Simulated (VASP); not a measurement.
# SiGe (P6_3mc) in VASP: notebook

SiGe is run at these levels: PBEsol; tasks: single point.

Program: VASP 6.6.1. These are calculated values, not measurements. Logs are shortened: lines on timing, memory, paths and dates and some standing lists are left out, and cuts for length are marked.

### 1 The cell of the first run

Symmetry: P6_3mc, No. 186, hexagonal system. Conventional cell: a = 3.886 Å, b = 3.886 Å, c = 6.637 Å, α = 90.00°, β = 90.00°, γ = 120.00°. Si (site symmetry 3m) has 4 Ge at 2.40 to 2.46 Å within 3.2 Å. Ge (site symmetry 3m) has 4 Si at 2.40 to 2.46 Å within 3.2 Å.

### 2 Single point, PBEsol

Input file INCAR:

```
ALGO = Normal ; EDIFF = 1E-7
ENCUT = 520 ; GGA = PS
ISIF = 2 ; ISMEAR = 0
LASPH = T ; LCHARG = T
LELF = T ; LREAL = F
LVHAR = T ; LWAVE = F
NBANDS = 26 ; NELM = 60
PREC = Accurate ; SIGMA = 0.02
```

Input file KPOINTS:

```
k-points
0
Gamma
  12 12 6
```

Input file POSCAR:

```
SiGe
1.0
    3.8857315010      0.0000000000      0.0000000000
   -1.9428657505      3.3651421922      0.0000000000
    0.0000000000      0.0000000000      6.6366945553
Si Ge
2 2
Direct
    0.6666666661      0.3333333339      0.8727146081
    0.3333333339      0.6666666661      0.3727146081
    0.6666666669      0.3333333331      0.5022843919
    0.3333333331      0.6666666669      0.0022843919
```

Potentials or basis: VASP PAW PBE potentials, release 64 (Si, Ge_d).

The run is started by

```
$ cat potpaw_PBE.64/Si/POTCAR potpaw_PBE.64/Ge_d/POTCAR > POTCAR
$ mpirun -np 1 vasp_std > vasp.out
```

OUTCAR:

```text
EDIFF = 1E-7
   ENCUT = 520
   GGA = PS
   ISIF = 2
   ISMEAR = 0
   LASPH = T
   LREAL = F
   NELM = 60
   PREC = Accurate

 ion  position               nearest neighbor table
   1  0.667  0.333  0.873-   4 2.40   4 2.40   4 2.40   3 2.46
   2  0.333  0.667  0.373-   3 2.40   3 2.40   3 2.40   4 2.46
   3  0.667  0.333  0.502-   2 2.40   2 2.40   2 2.40   1 2.46
   4  0.333  0.667  0.002-   1 2.40   1 2.40   1 2.40   2 2.46

  LATTYP: Found a hexagonal cell.
 ALAT       =     3.8857315010
 C/A-ratio  =     1.7079652965

  Lattice vectors:

 A1 = (   3.8857315010,   0.0000000000,   0.0000000000)
 A2 = (  -1.9428657505,   3.3651421922,   0.0000000000)
 A3 = (   0.0000000000,   0.0000000000,   6.6366945553)

Analysis of symmetry for initial positions (statically):
=====================================================================
 Subroutine PRICEL returns:
 Original cell was already a primitive cell.

 Routine SETGRP: Setting up the symmetry group for a
 hexagonal supercell.

 Subroutine GETGRP returns: Found 12 space group operations
 (whereof  6 operations were pure point group operations)
 out of a pool of 24 trial point group operations.

The static configuration has the point symmetry C_3v.
 The point group associated with its full space group is C_6v.

Analysis of symmetry for dynamics (positions and initial velocities):
=====================================================================
 Subroutine PRICEL returns:
 Original cell was already a primitive cell.

 Routine SETGRP: Setting up the symmetry group for a
 hexagonal supercell.

 Subroutine GETGRP returns: Found 12 space group operations
 (whereof  6 operations were pure point group operations)
 out of a pool of 24 trial point group operations.

The dynamic configuration has the point symmetry C_3v.
 The point group associated with its full space group is C_6v.

 Subroutine INISYM returns: Found 12 space group operations
 (whereof  6 operations are pure point group operations),
 and found     1 'primitive' translations

----------------------------------------------------------------------------------------

                                     Primitive cell

  volume of cell :      86.7817

  direct lattice vectors                    reciprocal lattice vectors
     3.885731501  0.000000000  0.000000000     0.257351801  0.148582132  0.000000000
    -1.942865750  3.365142192  0.000000000     0.000000000  0.297164263  0.000000000
     0.000000000  0.000000000  6.636694555     0.000000000  0.000000000  0.150677418

  length of vectors
     3.885731501  3.885731501  6.636694555     0.297164263  0.297164263  0.150677418

  position of ions in fractional coordinates (direct lattice)
     0.666666666  0.333333334  0.872714608
     0.333333334  0.666666666  0.372714608
     0.666666667  0.333333333  0.502284392
     0.333333333  0.666666667  0.002284392

  ion indices of the primitive-cell ions
   primitive index   ion index
                 1           1
                 2           2
                 3           3
                 4           4

----------------------------------------------------------------------------------------

 KPOINTS: k-points

Automatic generation of k-mesh.
 Grid dimensions read from file:
 generate k-points for:   12   12    6

 Generating k-lattice:

  Cartesian coordinates                     Fractional coordinates (reciprocal lattice)
     0.021445983  0.012381844  0.000000000     0.083333333  0.000000000  0.000000000
     0.000000000  0.024763689  0.000000000     0.000000000  0.083333333  0.000000000
     0.000000000  0.000000000  0.025112903     0.000000000  0.000000000  0.166666667

  Length of vectors
     0.024763689  0.024763689  0.025112903

  Shift w.r.t. Gamma in fractional coordinates (k-lattice)
     0.000000000  0.000000000  0.000000000

 Subroutine IBZKPT returns following result:
 ===========================================

 Found     76 irreducible k-points:

 Following reciprocal coordinates:
            Coordinates               Weight
  0.000000  0.000000  0.000000      1.000000
  0.083333  0.000000  0.000000      6.000000
  0.166667  0.000000  0.000000      6.000000
  0.250000  0.000000  0.000000      6.000000
  0.333333  0.000000  0.000000      6.000000
  0.416667  0.000000  0.000000      6.000000
[... 16 lines left out ...]
  0.250000  0.000000  0.166667     12.000000
  0.333333  0.000000  0.166667     12.000000
 [... further k-points ...]
   k-points           NKPTS =     76   k-points in BZ     NKDIM =     76   number of bands    NBANDS=     26
   number of dos      NEDOS =    301   number of ions     NIONS =      4
   total plane-waves  NPLWV =  45000
   dimension x,y,z NGX =    30 NGY =   30 NGZ =   50
   dimension x,y,z NGXF=    60 NGYF=   60 NGZF=  100
   ions per type =               2   2
   NGX,Y,Z   is equivalent  to a cutoff of  12.84, 12.84, 12.52 a.u.
   NGXF,Y,Z  is equivalent  to a cutoff of  25.67, 25.67, 25.05 a.u.
 SYSTEM =  unknown system
   PREC   = accura    normal or accurate (medium, high low for compatibility)
   ISTART =      0    job   : 0-new  1-cont  2-samecut
   ICHARG =      2    charge: 1-file 2-atom 10-const
   ISPIN  =      1    spin polarized calculation?
   LNONCOLLINEAR =      F non collinear calculations
   LSORBIT =      F    spin-orbit coupling
   LASPH  =      T    aspherical Exc in radial PAW
   ENCUT  =  520.0 eV  38.22 Ry    6.18 a.u.   7.22  7.22 12.34*2*pi/ulx,y,z
   NELM   =     60;   NELMIN=  2; NELMDL= -5     # of ELM steps
   EDIFF  = 0.1E-06   stopping-criterion for ELM
   LREAL  =      F    real-space projection
   EDIFFG = 0.1E-05   stopping-criterion for IOM
   NSW    =      0    number of steps for IOM
   IBRION =     -1    ionic relax: 0-MD 1-quasi-New 2-CG
   NFREE  =      0    steps in history (QN), initial steepest desc. (CG)
   ISIF   =      2    stress and relaxation
   ISYM   =      2    0-nonsym 1-usesym 2-fastsym
   POTIM  = 0.5000    time-step for ionic-motion
   TEBEG  =    0.0;   TEEND  =   0.0 temperature during run
   PSTRESS=    0.0 pullay stress
   NELECT =      36.0000    total number of electrons
   NUPDOWN=      -1.0000    fix difference up-down
   EMIN   =  10.00;   EMAX   =-10.00  energy-range for DOS
   EFERMI =   0.00;   METHOD = LEGACY
   ISMEAR =     0;   SIGMA  =   0.02  broadening in eV -4-tet -1-fermi 0-gaus
   EFERMI_NEDOS =   21; number of points for ismear=-14 and -15
   IALGO  =     38    algorithm
   IMIX   =      4    mixing-type and parameters
     AMIX     =   0.40;   BMIX     =  1.00
     AMIX_MAG =   1.60;   BMIX_MAG =  1.00
  volume/ion in A,a.u.               =      21.70       146.41
  Fermi-wavevector in a.u.,A,eV,Ry     =   1.220955  2.307270 20.282628  1.490731
  Thomas-Fermi vector in A             =   2.356154
   LORBIT       =      0    0 simple, 1 ext, 2 COOP (PROOUT), +10 PAW based schemes
   GGA     = PS    functional components
   LHFCALC =     F    Hartree Fock is set to
   AEXX    =    0.0000 exact exchange contribution
   IVDW    =     0    specifies the selected vdW correction
   LEPSILON=     F    determine dielectric tensor
   LRPA    =     F    only Hartree local field effects (RPA)
 non-spin polarized calculation
 Gauss-broadening in eV      SIGMA  =   0.02
  energy-cutoff  :      520.00
  volume of cell :       86.78
 maximum number of plane-waves:      2363
 NGX is ok and might be reduce to    30
   NGX = 15   NGY = 15   NGZ = 25

 number of electron      35.9999982 magnetization

 Free energy of the ion-electron system (eV)
  ---------------------------------------------------
  ext. energy  EPLUGINS =         0.00000000
  ---------------------------------------------------
  free energy    TOTEN  =       -21.21986611 eV

  energy without entropy =      -21.21986611  energy(sigma->0) =      -21.21986611

 E-fermi :   5.5346     XC(G=0):  -9.7897

 val. band max:        5.4063599949   @ k =   0.0000   0.0000   0.0000
 cond. band min:       5.6432854319   @ k =   0.4167   0.0000   0.3333
 fundamental gap:      0.2369254370
 Fermi energy:         5.5346293388

 k-point     1 :       0.0000    0.0000    0.0000
  band No.  band energies     occupation
      1     -19.1727      2.00000
      2     -19.1720      2.00000
      3     -19.1684      2.00000
      4     -19.1684      2.00000
      5     -19.1657      2.00000
      6     -19.1657      2.00000
[... 18 lines left out ...]
     25       9.6135      0.00000
     26      11.8206      0.00000

 k-point     2 :       0.0833    0.0000    0.0000
  band No.  band energies     occupation
      1     -19.1723      2.00000
      2     -19.1719      2.00000
      3     -19.1686      2.00000
      4     -19.1681      2.00000
      5     -19.1656      2.00000
      6     -19.1652      2.00000
[... 18 lines left out ...]
     25       9.9298      0.00000
     26      11.3478      0.00000

 k-point     3 :       0.1667    0.0000    0.0000
  band No.  band energies     occupation
      1     -19.1722      2.00000
      2     -19.1711      2.00000
      3     -19.1691      2.00000
      4     -19.1673      2.00000
      5     -19.1652      2.00000
      6     -19.1642      2.00000
[... 18 lines left out ...]
     25      10.5658      0.00000
     26      10.7488      0.00000

 k-point     4 :       0.2500    0.0000    0.0000
  band No.  band energies     occupation
      1     -19.1730      2.00000
      2     -19.1698      2.00000
      3     -19.1696      2.00000
      4     -19.1664      2.00000
      5     -19.1641      2.00000
      6     -19.1628      2.00000
[... 18 lines left out ...]
     25      11.7434      0.00000
     26      11.8546      0.00000
[... 496 lines left out ...]
      1     -19.1722      2.00000
      2     -19.1714      2.00000
      3     -19.1686      2.00000
      4     -19.1671      2.00000
      5     -19.1653      2.00000
      6     -19.1644      2.00000
[... 18 lines left out ...]
     25      10.5525      0.00000
     26      10.8840      0.00000

 k-point    23 :       0.2500    0.0000    0.1667
  band No.  band energies     occupation
      1     -19.1730      2.00000
      2     -19.1710      2.00000
      3     -19.1683      2.00000
      4     -19.1661      2.00000
      5     -19.1643      2.00000
      6     -19.1630      2.00000
[... 18 lines left out ...]
     25      11.4997      0.00000
     26      11.6180      0.00000

 k-point    24 :       0.3333    0.0000    0.1667
  band No.  band energies     occupation
      1     -19.1739      2.00000
      2     -19.1715      2.00000
      3     -19.1673      2.00000
      4     -19.1653      2.00000
      5     -19.1631      2.00000
      6     -19.1617      2.00000
[... 18 lines left out ...]
     25      12.4928      0.00000
     26      12.7084      0.00000

 [... further k-points ...]
[... 5 lines left out ...]
  --------------------------------------------------------------------------------------
  -------------------------------------------------------------------------------------
  Total        0.0014563      0.0014563     -2.7888424      0.0000000      0.0000000      0.0000000
  in kB        0.0268860      0.0268860    -51.4880593      0.0000000      0.0000000      0.0000000
  external PRESSURE =     -17.1447624 kB  Pullay stress =       0.0000000 kB

 VOLUME and BASIS-vectors are now :
 -----------------------------------------------------------------------------
  energy-cutoff  :      520.00
  volume of cell :       86.78
      direct lattice vectors                 reciprocal lattice vectors
     3.885731501  0.000000000  0.000000000     0.257351801  0.148582132  0.000000000
    -1.942865750  3.365142192  0.000000000     0.000000000  0.297164263  0.000000000
     0.000000000  0.000000000  6.636694555     0.000000000  0.000000000  0.150677418

 POSITION                                       TOTAL-FORCE (eV/Angst)
 -----------------------------------------------------------------------------------
      1.94287      1.12171      5.79194         0.000000      0.000000      0.003643
      0.00000      2.24343      2.47359        -0.000000     -0.000000      0.003643
      1.94287      1.12171      3.33351        -0.000000      0.000000     -0.003643
     -0.00000      2.24343      0.01516         0.000000     -0.000000     -0.003643
 -----------------------------------------------------------------------------------
    total drift:                               -0.000002      0.000000      0.000481

  FREE ENERGIE OF THE ION-ELECTRON SYSTEM (eV)
  ---------------------------------------------------
  free  energy   TOTEN  =       -21.2198661119 eV

  energy  without entropy=      -21.2198661119  energy(sigma->0) =      -21.21986611
```

It took 72 s on 1 thread of Intel Xeon 6975P-C (Granite Rapids), shared host; peak memory 0.28 GiB.

Results:

```yaml
Free_energy: -21.2199 eV
Pressure: -1.7 GPa
Largest_force: 0.004 eV/Å
Band_gap_on_the_k_mesh: 0.24 eV, indirect (least direct gap 0.67 eV)
```

Forces on the atoms (eV/Å):
```
Si   0.000  0.000  0.004
Si   0.000  0.000  0.004
Ge   0.000  0.000 -0.004
Ge   0.000  0.000 -0.004
```

Caveat: the PAW data sets were made with another functional, which shifts forces and pressure a little. A k mesh can miss the band edges.

### 3 Single point, PBEsol

This run uses another cell than the first one, of 21.29 Å³/atom, 0.981 times its volume.

Input file INCAR:

```
SYSTEM = SiGe
  ALGO = Normal
  EDIFF = 1E-6
  ENCUT = 520
  GGA = PS
  ISIF = 2
  ISMEAR = 0
  LASPH = .True.
  LCHARG = .False.
  LREAL = .False.
  LWAVE = .False.
  NBANDS = 26
  NELM = 80
  PREC = Accurate
  SIGMA = 0.02
```

Input file KPOINTS:

```
k-points
0
Gamma
  12 12 6
  0 0 0
```

Input file POSCAR:

```
SiGe
1.0
    3.9044512986      0.0000000000      0.0000000000
   -1.9522256493      3.3813540124      0.0000000000
    0.0000000000      0.0000000000      6.4507830000
Si Ge
2 2
Direct
    0.6666666700      0.3333333300      0.8746070000
    0.3333333300      0.6666666700      0.3746070000
    0.6666666700      0.3333333300      0.5003920000
    0.3333333300      0.6666666700      0.0003920000
```

Potentials or basis: VASP PAW PBE potentials, release 64 (Si, Ge_d).

The run is started by

```
$ cat potpaw_PBE.64/Si/POTCAR potpaw_PBE.64/Ge_d/POTCAR > POTCAR
$ mpirun -np 1 vasp_std > vasp.out
```

OUTCAR:

```text
SYSTEM = SiGe
   EDIFF = 1E-6
   ENCUT = 520
   GGA = PS
   ISIF = 2
   ISMEAR = 0
   LASPH = .True.
   LREAL = .False.
   NELM = 80
   PREC = Accurate

 ion  position               nearest neighbor table
   1  0.667  0.333  0.875-   4 2.40   4 2.40   4 2.40   3 2.41
   2  0.333  0.667  0.375-   3 2.40   3 2.40   3 2.40   4 2.41
   3  0.667  0.333  0.500-   2 2.40   2 2.40   2 2.40   1 2.41
   4  0.333  0.667  0.000-   1 2.40   1 2.40   1 2.40   2 2.41

  LATTYP: Found a hexagonal cell.
 ALAT       =     3.9044512986
 C/A-ratio  =     1.6521612146

  Lattice vectors:

 A1 = (   3.9044512986,   0.0000000000,   0.0000000000)
 A2 = (  -1.9522256493,   3.3813540124,   0.0000000000)
 A3 = (   0.0000000000,   0.0000000000,   6.4507830000)

Analysis of symmetry for initial positions (statically):
=====================================================================
 Subroutine PRICEL returns:
 Original cell was already a primitive cell.

 Routine SETGRP: Setting up the symmetry group for a
 hexagonal supercell.

 Subroutine GETGRP returns: Found 12 space group operations
 (whereof  6 operations were pure point group operations)
 out of a pool of 24 trial point group operations.

The static configuration has the point symmetry C_3v.
 The point group associated with its full space group is C_6v.

Analysis of symmetry for dynamics (positions and initial velocities):
=====================================================================
 Subroutine PRICEL returns:
 Original cell was already a primitive cell.

 Routine SETGRP: Setting up the symmetry group for a
 hexagonal supercell.

 Subroutine GETGRP returns: Found 12 space group operations
 (whereof  6 operations were pure point group operations)
 out of a pool of 24 trial point group operations.

The dynamic configuration has the point symmetry C_3v.
[... 116 lines left out ...]
   NUPDOWN=      -1.0000    fix difference up-down
   EMIN   =  10.00;   EMAX   =-10.00  energy-range for DOS
   EFERMI =   0.00;   METHOD = LEGACY
   ISMEAR =     0;   SIGMA  =   0.02  broadening in eV -4-tet -1-fermi 0-gaus
   EFERMI_NEDOS =   21; number of points for ismear=-14 and -15
   IALGO  =     38    algorithm
   IMIX   =      4    mixing-type and parameters
     AMIX     =   0.40;   BMIX     =  1.00
     AMIX_MAG =   1.60;   BMIX_MAG =  1.00
  volume/ion in A,a.u.               =      21.29       143.68
  Fermi-wavevector in a.u.,A,eV,Ry     =   1.228631  2.321775 20.538443  1.509533
  Thomas-Fermi vector in A             =   2.363549
   LORBIT       =      0    0 simple, 1 ext, 2 COOP (PROOUT), +10 PAW based schemes
   GGA     = PS    functional components
   LHFCALC =     F    Hartree Fock is set to
   AEXX    =    0.0000 exact exchange contribution
   IVDW    =     0    specifies the selected vdW correction
   LEPSILON=     F    determine dielectric tensor
   LRPA    =     F    only Hartree local field effects (RPA)
 non-spin polarized calculation
 Gauss-broadening in eV      SIGMA  =   0.02
  energy-cutoff  :      520.00
  volume of cell :       85.17
 maximum number of plane-waves:      2316
 NGX is ok and might be reduce to    30
   NGX = 15   NGY = 15   NGZ = 23

 number of electron      35.9999968 magnetization

 Free energy of the ion-electron system (eV)
  ---------------------------------------------------
  ext. energy  EPLUGINS =         0.00000000
  ---------------------------------------------------
  free energy    TOTEN  =       -21.26106138 eV

  energy without entropy =      -21.26106138  energy(sigma->0) =      -21.26106138

 E-fermi :   5.6283     XC(G=0):  -9.8669

 val. band max:        5.5230059458   @ k =   0.0000   0.0000   0.0000
 cond. band min:       5.8777920003   @ k =   0.5000  -0.0000   0.0000
 fundamental gap:      0.3547860545
 Fermi energy:         5.6283340236

 k-point     1 :       0.0000    0.0000    0.0000
  band No.  band energies     occupation
      1     -18.9968      2.00000
      2     -18.9967      2.00000
      3     -18.9936      2.00000
      4     -18.9936      2.00000
      5     -18.9907      2.00000
      6     -18.9907      2.00000
[... 685 lines left out ...]
     25      12.5162      0.00000
     26      12.9242      0.00000

 [... further k-points ...]
[... 5 lines left out ...]
  --------------------------------------------------------------------------------------
  -------------------------------------------------------------------------------------
  Total       -0.1312941     -0.1312941     -0.1682854      0.0000000      0.0000000      0.0000000
  in kB       -2.4699762     -2.4699762     -3.1658770      0.0000000      0.0000000      0.0000000
  external PRESSURE =      -2.7019431 kB  Pullay stress =       0.0000000 kB

 VOLUME and BASIS-vectors are now :
 -----------------------------------------------------------------------------
  energy-cutoff  :      520.00
  volume of cell :       85.17
      direct lattice vectors                 reciprocal lattice vectors
     3.904451299  0.000000000  0.000000000     0.256117934  0.147869758  0.000000000
    -1.952225649  3.381354012  0.000000000     0.000000000  0.295739516  0.000000000
     0.000000000  0.000000000  6.450783000     0.000000000  0.000000000  0.155019941

 POSITION                                       TOTAL-FORCE (eV/Angst)
 -----------------------------------------------------------------------------------
      1.95223      1.12712      5.64190        -0.000000     -0.000000     -0.010295
     -0.00000      2.25424      2.41651         0.000000      0.000000     -0.010295
      1.95223      1.12712      3.22792         0.000000     -0.000000      0.010295
     -0.00000      2.25424      0.00253        -0.000000      0.000000      0.010295
 -----------------------------------------------------------------------------------
    total drift:                                0.000001     -0.000000      0.000898

  FREE ENERGIE OF THE ION-ELECTRON SYSTEM (eV)
  ---------------------------------------------------
  free  energy   TOTEN  =       -21.2610613770 eV

  energy  without entropy=      -21.2610613770  energy(sigma->0) =      -21.26106138
```

It took 58 s on 1 thread of Intel Xeon 6975P-C (Granite Rapids), shared host; peak memory 0.28 GiB.

Results:

```
Free energy            : -21.2611 eV
Pressure               : -0.3 GPa
Largest force          : 0.010 eV/Å
Band gap on the k mesh : 0.35 eV, indirect (least direct gap 0.40 eV)
```

Forces on the atoms (eV/Å):
```
Si   0.000  0.000 -0.010
Si   0.000  0.000 -0.010
Ge   0.000  0.000  0.010
Ge   0.000  0.000  0.010
```

Caveat: the PAW data sets were made with another functional, which shifts forces and pressure a little.

[end of part 1 of 2]
